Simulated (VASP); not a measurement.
A run of VASP 6.6.1 is set up as follows.

INCAR

```
PREC = Accurate
ENCUT = 520
EDIFF = 1E-6
ISMEAR = -1
SIGMA = 0.05
LREAL = False
LASPH = True
NELM = 80
ALGO = Normal
ISIF = 2
LWAVE = False
LCHARG = False
LDIPOL = True
IDIPOL = 3
DIPOL = 0.5 0.5 0.500
GGA = PE
NBANDS = 18
```

Contents of KPOINTS:

```
Automatic mesh
0
Gamma
  10 10 1
```

File POSCAR:

```
Sb
1.0
    3.3880510193      0.0000000000      0.0000000000
    0.0000000000      3.3880510193      0.0000000000
    0.0000000000      0.0000000000     23.1871000000
Sb
4
Direct
    0.2500000000      0.2500000000      0.3572124711
    0.7500000000      0.7500000000      0.4419202006
    0.2500000000      0.2500000000      0.5580797843
    0.7500000000      0.7500000000      0.6427875433
```

Potentials or basis: VASP PAW PBE potentials, release 64 (Sb).

Launch:

```bash
$ cat potpaw_PBE.64/Sb/POTCAR > POTCAR
$ mpirun -np 1 vasp_std > vasp.out
```

**Question.** Estimate the largest force.

**Answer.** 0.009 eV/Å.

**Question.** Estimate the band gap on the k mesh.

**Answer.** Zero (band 10 reaches 2.11 eV, above the bottom of band 11 at -0.04 eV).

Forces on the atoms (eV/Å):
```
Sb   0.000  0.000 -0.003
Sb   0.000  0.000  0.009
Sb   0.000  0.000 -0.009
Sb   0.000  0.000  0.003
```

Caveat: spin-orbit coupling is left out, which moves the levels of the heavy elements.
